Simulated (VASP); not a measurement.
# Sn32O64F (a cell with a defect) in VASP: single point with PBE

Aim: the single point of Sn32O64F (a cell with a defect) with PBE.

Program: VASP 6.6.1. These are calculated values, not measurements. Logs are shortened: lines on timing, memory, paths and dates and some standing lists are left out, and cuts for length are marked.

### Step 1. The cell of the first run

The cell holds a defect, 97 atoms: a = 11.626 Å, b = 11.626 Å, c = 13.654 Å, α = 54.04°, β = 54.04°, γ = 71.92°.

### Step 2. Single point, PBE

File INCAR:

```
ALGO     = Normal         # electronic algorithm
EDIFF    = 1E-6           # SCF threshold, eV
ENCUT    = 520            # plane-wave cutoff, eV
GGA      = PE             # functional
GGA_COMPAT= F            
ISIF     = 2              # what is computed and relaxed
ISMEAR   = -1             # smearing method
ISYM     = -1           
KPAR     = 1            
LASPH    = T              # aspherical terms in the spheres
LCHARG   = F              # write CHGCAR
LREAL    = Auto         
LWAVE    = F              # write WAVECAR
NBANDS   = 474            # bands
NELECT   = 840.0        
NELM     = 120            # most SCF steps
PREC     = Accurate       # precision mode
SIGMA    = 0.01           # smearing width, eV
```

File KPOINTS:

```
explicit points
1
Reciprocal
  0.25000000   0.25000000   0.25000000 1
```

File POSCAR:

```
Sn32O64F
1.0
    0.0000000000      9.6549200600      6.4759066800
    9.6549200600      0.0000000000      6.4759066800
    9.6549200600      9.6549200600      0.0000000000
Sn O F
32 64 1
Direct
    0.1235110000      0.1249465800      0.1254135600
    0.3754479800      0.3759644700      0.3743985600
    0.0012993900      0.0005980500     -0.0018257100
    0.2493578400      0.2495723800      0.2501002500
    0.1252986500      0.1256237200      0.6241244300
    0.3703676000      0.3772702700      0.8760449800
   -0.0011774900      0.0013395200      0.4990145000
    0.2523937200      0.2510614100      0.7481620300
    0.1235723400      0.6233265000      0.1269962700
    0.3758191700      0.8751311500      0.3747221200
   -0.0034341800      0.5017795400      0.0027770500
    0.2507572400      0.7511316700      0.2497074200
    0.1281967600      0.6238509600      0.6265063700
    0.3750683600      0.8733434900      0.8759227700
    0.0013951500      0.5013222300      0.5020533800
    0.2515113300      0.7486646100      0.7505975000
    0.6261689500      0.1252945600      0.1238799900
    0.8679934400      0.3759507800      0.3817146900
    0.5012115300      0.0021999900     -0.0018301800
    0.7494639300      0.2499816900      0.2503833800
    0.6274299900      0.1201588000      0.6260812000
    0.8760375600      0.3741937200      0.8734131900
    0.4997726900     -0.0008299800      0.5007156800
    0.7494493500      0.2569434200      0.7425795500
    0.6243262500      0.6258500500      0.1261326600
    0.8735282100      0.8734475100      0.3758544100
    0.5001080200      0.4993063600     -0.0000575700
    0.7514695000      0.7512331800      0.2450325200
    0.6262018300      0.6178053300      0.6241106900
    0.8739753900      0.8780270200      0.8712432600
    0.5070909600      0.4992763800      0.5007784600
    0.7519218800      0.7464110400      0.7486306400
    0.0299539100      0.2230226800      0.3701827700
    0.2781197000      0.4711994100      0.1262843200
    0.2216308600      0.0279325600      0.3749374700
    0.4712708600      0.2780870500      0.1253711000
   -0.0002338300     -0.0012084600      0.1536436600
    0.2507235800      0.2502873900      0.4029014000
   -0.0001848400     -0.0007878800      0.3460305000
    0.2511264800      0.2480679900      0.0963451900
    0.0301705100      0.2212343600      0.8744236300
    0.2824624600      0.4708582900      0.6213045300
    0.2229684000      0.0288456800      0.8744328900
    0.4757627600      0.2779038500      0.6278862500
    0.0020057400     -0.0003502500      0.6513473400
    0.2472681000      0.2507890500      0.9042019200
    0.0001191700      0.0013305300      0.8448891400
    0.2516857800      0.2493541600      0.5960318600
    0.0295538900      0.7227701200      0.3755695900
    0.2790051400      0.9728073600      0.1235216800
    0.2216931600      0.5294455800      0.3728561700
    0.4713848600      0.7799531400      0.1240222900
    0.0005788700      0.4964644100      0.1570546600
    0.2515407800      0.7499305100      0.4034254700
   -0.0063289600      0.5030313100      0.3503436000
    0.2489204200      0.7495778900      0.0976024400
    0.0275145000      0.7235462800      0.8749597600
    0.2781154400      0.9714534600      0.6252777100
    0.2152471600      0.5284267200      0.8845251400
    0.4732178400      0.7797590400      0.6266040800
    0.0100181900      0.4967442500      0.6531789200
    0.2493665400      0.7496025600      0.9047468200
    0.0003644200      0.4989732000      0.8483089500
    0.2498915100      0.7518118900      0.5967540100
    0.5282457200      0.2210925500      0.3750211200
    0.7766532000      0.4720140200      0.1244058200
    0.7213834500      0.0279694300      0.3741690800
    0.9702400100      0.2786981600      0.1260982100
    0.4995254400      0.0014960900      0.1527013400
    0.7477187200      0.2493814700      0.4049646200
    0.5004826200      0.0005773100      0.3458197700
    0.7507137200      0.2500792400      0.0962203500
    0.5280810900      0.2255564300      0.8682227900
    0.7861594800      0.4746604600      0.6524620900
    0.7210071600      0.0322772100      0.8751986500
    0.9730369800      0.2802078300      0.6222924600
    0.4981906600      0.0009390500      0.6542480200
    0.7520707100      0.2453390100      0.9045284500
    0.5009694700     -0.0029684700      0.8475371000
    0.7776436000      0.2118297000      0.5994585700
    0.5303863800      0.7228796800      0.3741953400
    0.7796267900      0.9715379500      0.1257141600
    0.7247930100      0.5359272000      0.3367054200
    0.9728984900      0.7793710700      0.1219398800
    0.5001855300      0.5005771400      0.1527530000
    0.7532606600      0.7434849600      0.4027214000
    0.4955591400      0.5017832400      0.3478517000
    0.7469404500      0.7597386300      0.0898902300
    0.5288422700      0.7200625600      0.8747199800
    0.7785852300      0.9650372500      0.6215127200
    0.7221642300      0.5265006200      0.8766477300
    0.9737308000      0.7773511500      0.6237868600
    0.4622140700      0.5274019500      0.6607252500
    0.7491141700      0.7501944400      0.9021367400
    0.4995645800      0.4974957000      0.8477085200
    0.7466919100      0.7504223000      0.5956314200
    0.6880476500      0.4376184300      0.5621468500
```

Potentials or basis: VASP PAW PBE potentials, release 64 (Sn_d, O, F).

Launch:

```
cat potpaw_PBE.64/Sn_d/POTCAR potpaw_PBE.64/O/POTCAR potpaw_PBE.64/F/POTCAR > POTCAR
mpirun -np 4 vasp_std > vasp.out
```

OUTCAR:

```text
EDIFF = 1E-6
   ENCUT = 520
   GGA = PE
   ISIF = 2
   ISMEAR = -1
   ISYM = -1
   LASPH = T
   LREAL = Auto
   NELECT = 840.0
   NELM = 120
   PREC = Accurate

 ion  position               nearest neighbor table
   1  0.124  0.125  0.125-  39 2.08  46 2.08  37 2.09  40 2.09  68 2.10  50 2.10   6 3.23  26 3.25

   2  0.375  0.376  0.374-  87 2.07  85 2.09  48 2.09  38 2.09  51 2.10  65 2.10  25 3.23   5 3.24

   3  0.001  0.001  0.998-  41 2.08  84 2.08  43 2.09  82 2.09  47 2.10  37 2.10  28 3.23   8 3.25

   4  0.249  0.250  0.250-  33 2.07  35 2.09  34 2.09  36 2.09  40 2.10  38 2.10   7 3.23  27 3.24

   5  0.125  0.126  0.624-  47 2.08  38 2.09  45 2.09  48 2.09  76 2.09  58 2.10  30 3.23   2 3.24

   6  0.370  0.377  0.876-  93 2.07  40 2.08  95 2.08  46 2.09  59 2.09  73 2.11  29 3.22   1 3.23
                            16 3.73  31 3.75
   7  0.999  0.001  0.499-  90 2.08  45 2.09  33 2.09  39 2.10  35 2.10  92 2.11   4 3.23  32 3.25
                            21 3.73  30 3.75
   8  0.252  0.251  0.748-  42 2.07  48 2.09  46 2.09  43 2.09  41 2.10  44 2.10   3 3.25  31 3.26
                            13 3.76
   9  0.124  0.623  0.127-  53 2.07  34 2.09  84 2.09  56 2.09  62 2.10  55 2.10  14 3.25  18 3.26
                            11 3.76
  10  0.376  0.875  0.375-  54 2.08  71 2.08  64 2.09  69 2.09  81 2.09  35 2.10  13 3.23  17 3.24
[... 107 lines left out ...]
  95  0.500  0.497  0.848-   6 2.08  27 2.09  29 2.10
  96  0.747  0.750  0.596-  26 2.07  32 2.10  29 2.12
  97  0.688  0.438  0.562-  24 2.46  18 2.46  29 2.46  31 2.46

IMPORTANT INFORMATION: All symmetrisations will be switched off!
NOSYMM: (Re-)initialisation of all symmetry stuff for point group C_1.

----------------------------------------------------------------------------------------

                                     Primitive cell

  volume of cell :    1207.3354

  direct lattice vectors                    reciprocal lattice vectors
     0.000000000  9.654920060  6.475906680    -0.051787068  0.051787068  0.077209266
     9.654920060  0.000000000  6.475906680     0.051787068 -0.051787068  0.077209266
     9.654920060  9.654920060  0.000000000     0.051787068  0.051787068 -0.077209266

  length of vectors
    11.625611756 11.625611756 13.654118892     0.106419319  0.106419319  0.106419319

  position of ions in fractional coordinates (direct lattice)
     0.123511000  0.124946580  0.125413560
     0.375447980  0.375964470  0.374398560
     0.001299390  0.000598050  0.998174290
     0.249357840  0.249572380  0.250100250
     0.125298650  0.125623720  0.624124430
     0.370367600  0.377270270  0.876044980
[... 89 lines left out ...]
     0.746691910  0.750422300  0.595631420
     0.688047650  0.437618430  0.562146850

  ion indices of the primitive-cell ions
   primitive index   ion index
                 1           1
                 2           2
                 3           3
                 4           4
                 5           5
                 6           6
[... 89 lines left out ...]
                96          96
                97          97

----------------------------------------------------------------------------------------

 KPOINTS: explicit points

Read explicit list of k-points.

 Found      1 k-points:

 Following reciprocal coordinates:
            Coordinates               Weight
  0.250000  0.250000  0.250000      1.000000
   k-points           NKPTS =      1   k-points in BZ     NKDIM =      1   number of bands    NBANDS=    476
   number of dos      NEDOS =    301   number of ions     NIONS =     97
   total plane-waves  NPLWV = 874800
   dimension x,y,z NGX =    90 NGY =   90 NGZ =  108
   dimension x,y,z NGXF=   180 NGYF=  180 NGZF=  216
   ions per type =              32  64   1
   NGX,Y,Z   is equivalent  to a cutoff of  12.87, 12.87, 13.15 a.u.
   NGXF,Y,Z  is equivalent  to a cutoff of  25.74, 25.74, 26.30 a.u.
 SYSTEM =  unknown system
   PREC   = accura    normal or accurate (medium, high low for compatibility)
   ISTART =      0    job   : 0-new  1-cont  2-samecut
   ICHARG =      2    charge: 1-file 2-atom 10-const
   ISPIN  =      1    spin polarized calculation?
   LNONCOLLINEAR =      F non collinear calculations
   LSORBIT =      F    spin-orbit coupling
   LASPH  =      T    aspherical Exc in radial PAW
   ENCUT  =  520.0 eV  38.22 Ry    6.18 a.u.  21.62 21.62 25.39*2*pi/ulx,y,z
   NELM   =    120;   NELMIN=  2; NELMDL= -5     # of ELM steps
   EDIFF  = 0.1E-05   stopping-criterion for ELM
   LREAL  =      T    real-space projection
   EDIFFG = 0.1E-04   stopping-criterion for IOM
   NSW    =      0    number of steps for IOM
   IBRION =     -1    ionic relax: 0-MD 1-quasi-New 2-CG
   NFREE  =      0    steps in history (QN), initial steepest desc. (CG)
   ISIF   =      2    stress and relaxation
   ISYM   =     -1    0-nonsym 1-usesym 2-fastsym
   POTIM  = 0.5000    time-step for ionic-motion
   TEBEG  =    0.0;   TEEND  =   0.0 temperature during run
   PSTRESS=    0.0 pullay stress
   NELECT =     840.0000    total number of electrons
   NUPDOWN=      -1.0000    fix difference up-down
   EMIN   =  10.00;   EMAX   =-10.00  energy-range for DOS
   EFERMI =   0.00;   METHOD = LEGACY
   ISMEAR =    -1;   SIGMA  =   0.01  broadening in eV -4-tet -1-fermi 0-gaus
   EFERMI_NEDOS =   21; number of points for ismear=-14 and -15
   IALGO  =     38    algorithm
   IMIX   =      4    mixing-type and parameters
     AMIX     =   0.40;   BMIX     =  1.00
     AMIX_MAG =   1.60;   BMIX_MAG =  1.00
  volume/ion in A,a.u.               =      12.45        83.99
  Fermi-wavevector in a.u.,A,eV,Ry     =   1.450637  2.741306 28.631371  2.104346
  Thomas-Fermi vector in A             =   2.568226
   LORBIT       =      0    0 simple, 1 ext, 2 COOP (PROOUT), +10 PAW based schemes
   GGA     = PE    functional components
   LHFCALC =     F    Hartree Fock is set to
   AEXX    =    0.0000 exact exchange contribution
   IVDW    =     0    specifies the selected vdW correction
   LEPSILON=     F    determine dielectric tensor
   LRPA    =     F    only Hartree local field effects (RPA)
 non-spin polarized calculation
  energy-cutoff  :      520.00
  volume of cell :     1207.34
 maximum number of plane-waves:     32545
 NGX is ok and might be reduce to    90
   NGX = 43   NGY = 43   NGZ = 51

 number of electron     839.9999977 magnetization

 Free energy of the ion-electron system (eV)
  ---------------------------------------------------
  ext. energy  EPLUGINS =         0.00000000
  ---------------------------------------------------
  free energy    TOTEN  =      -591.20477083 eV

  energy without entropy =     -591.20477083  energy(sigma->0) =     -591.20477083

 E-fermi :   5.8789     XC(G=0): -11.0364

 val. band max:        5.5409162761   @ k =   0.2500   0.2500   0.2500
 cond. band min:       6.7999368096   @ k =   0.2500   0.2500   0.2500
 fundamental gap:      1.2590205335
 Fermi energy:         5.8789178559

 k-point     1 :       0.2500    0.2500    0.2500
  band No.  band energies     occupation
      1     -15.8551      2.00000
      2     -15.4414      2.00000
      3     -15.3938      2.00000
      4     -15.3868      2.00000
      5     -15.3767      2.00000
      6     -15.3708      2.00000
[... 424 lines left out ...]
    431       9.9146      0.00000
    432       9.9623      0.00000
 [bands above 432 left out]

------------------------ aborting loop because EDIFF is reached ----------------------------------------

  FORCE on cell =-STRESS in cart. coord.  units (eV):
  Direction    XX          YY          ZZ          XY          YZ          ZX
  --------------------------------------------------------------------------------------
  -------------------------------------------------------------------------------------
  Total       18.1364250     18.0630713     18.9892941     -0.1302860     -0.8660106     -0.8829167
  in kB       24.0676853     23.9703424     25.1994732     -0.1728942     -1.1492271     -1.1716620
  external PRESSURE =      24.4125003 kB  Pullay stress =       0.0000000 kB

 VOLUME and BASIS-vectors are now :
 -----------------------------------------------------------------------------
  energy-cutoff  :      520.00
  volume of cell :     1207.34
      direct lattice vectors                 reciprocal lattice vectors
     0.000000000  9.654920060  6.475906680    -0.051787068  0.051787068  0.077209266
     9.654920060  0.000000000  6.475906680     0.051787068 -0.051787068  0.077209266
     9.654920060  9.654920060  0.000000000     0.051787068  0.051787068 -0.077209266

 POSITION                                       TOTAL-FORCE (eV/Angst)
 -----------------------------------------------------------------------------------
      2.41721      2.40335      1.60899         0.007750     -0.003372      0.000363
      7.24470      7.23971      4.86608         0.002953     -0.007524     -0.010002
      9.64307      9.64984      0.01229         0.003931     -0.002814      0.002240
      4.82430      4.82223      3.23103        -0.006709     -0.004469      0.001480
      7.23876      7.23562      1.62495         0.006106     -0.003591     -0.000945
     12.10066     12.03401      4.84163        -0.010486     -0.000179      0.004446
[... 89 lines left out ...]
     12.99604     12.96002      9.69517         0.040094      0.037811     -0.011600
      9.65265     12.07053      7.28971         0.002303      0.002334      0.002735
 -----------------------------------------------------------------------------------
    total drift:                               -0.009105      0.028888      0.006577

  FREE ENERGIE OF THE ION-ELECTRON SYSTEM (eV)
  ---------------------------------------------------
  free  energy   TOTEN  =      -591.2047708347 eV

  energy  without entropy=     -591.2047708347  energy(sigma->0) =     -591.20477083
```

It took 16 min on 4 MPI ranks of Intel Xeon Platinum 8488C (Sapphire Rapids), shared host; peak memory 0.68 GiB.

Results:

- Free energy: -591.2048 eV
- Largest force: 0.063 eV/Å

Forces on the atoms (eV/Å):
```
Sn   0.008 -0.003  0.000
Sn   0.003 -0.008 -0.010
Sn   0.004 -0.003  0.002
Sn  -0.007 -0.004  0.001
Sn   0.006 -0.004 -0.001
Sn  -0.010  0.000  0.004
Sn   0.006 -0.006  0.001
Sn  -0.009  0.005 -0.004
Sn   0.004  0.003 -0.003
Sn  -0.005 -0.001 -0.001
Sn   0.005  0.015  0.005
Sn   0.000  0.006 -0.003
Sn  -0.010  0.010  0.010
Sn  -0.009  0.001 -0.001
Sn  -0.011 -0.022 -0.008
Sn  -0.001  0.003 -0.004
Sn   0.002  0.010 -0.007
Sn  -0.006 -0.004 -0.011
Sn  -0.005  0.006 -0.002
Sn  -0.001  0.003 -0.001
Sn   0.022 -0.010  0.014
Sn  -0.006 -0.001  0.005
Sn   0.006  0.001  0.006
Sn  -0.005  0.009  0.003
Sn   0.008  0.009  0.004
Sn  -0.002 -0.003 -0.001
Sn  -0.002  0.000  0.000
Sn   0.000  0.015 -0.011
Sn   0.007 -0.001 -0.012
Sn   0.005  0.006  0.004
Sn  -0.003  0.011  0.012
Sn  -0.003 -0.001 -0.002
O    0.039 -0.037 -0.004
O    0.031 -0.034 -0.002
O   -0.031  0.033 -0.003
O   -0.033  0.034 -0.005
O   -0.030 -0.035 -0.002
O   -0.035 -0.032  0.005
O    0.029  0.031  0.001
O    0.034  0.036 -0.010
O    0.029 -0.035  0.001
O    0.039 -0.031  0.004
O   -0.034  0.028  0.005
O   -0.037  0.032 -0.005
O   -0.031 -0.036  0.008
O   -0.034 -0.035  0.003
O    0.032  0.032 -0.009
O    0.031  0.026 -0.005
O    0.035 -0.035 -0.001
O    0.037 -0.030  0.006
O   -0.028  0.038  0.006
O   -0.029  0.032  0.002
O   -0.031 -0.038  0.000
O   -0.034 -0.037  0.002
O    0.030  0.038  0.001
O    0.032  0.033 -0.006
O    0.032 -0.037  0.005
O    0.030 -0.032 -0.002
O   -0.029  0.027  0.000
O   -0.049  0.039 -0.009
O   -0.032 -0.036 -0.004
O   -0.033 -0.033  0.000
O    0.035  0.031 -0.007
O    0.038  0.033  0.002
O    0.028 -0.029 -0.003
O    0.034 -0.029 -0.005
O   -0.027  0.027  0.001
O   -0.030  0.033  0.001
O   -0.033 -0.030  0.001
O   -0.030 -0.033  0.004
O    0.033  0.031  0.000
O    0.036  0.030 -0.002
O    0.041 -0.030 -0.006
O    0.022 -0.042  0.000
O   -0.029  0.028  0.014
O   -0.033  0.030 -0.003
O   -0.042 -0.033  0.001
O   -0.042 -0.043  0.001
O    0.034  0.037  0.002
O    0.037  0.038  0.004
O    0.028 -0.028 -0.003
O    0.033 -0.030  0.004
O   -0.028  0.040 -0.034
O   -0.034  0.034  0.002
O   -0.037 -0.030  0.005
O   -0.033 -0.042  0.011
O    0.037  0.044  0.013
O    0.031  0.026 -0.005
O    0.034 -0.037  0.009
O    0.034 -0.031  0.007
O   -0.034  0.031  0.000
O   -0.032  0.030  0.002
O   -0.031 -0.039  0.023
O   -0.037 -0.034 -0.003
O    0.031  0.031  0.003
O    0.040  0.038 -0.012
F    0.002  0.002  0.003
```

Levels at points of the mesh, in eV from the Fermi level:
| k point | band 418 | band 419 | band 420 | band 421 | band 422 | band 423 |
| --- | --- | --- | --- | --- | --- | --- |
| (0.25, 0.25, 0.25) | -0.40 | -0.38 | -0.34 | 0.92 | 2.86 | 3.24 |

Caveat: the cell carries a net charge on a neutralising background, which shifts energy and pressure; the cell is charged against a uniform background, so pressure and absolute levels hang on convention; spin-orbit coupling is left out, which moves the levels of the heavy elements.
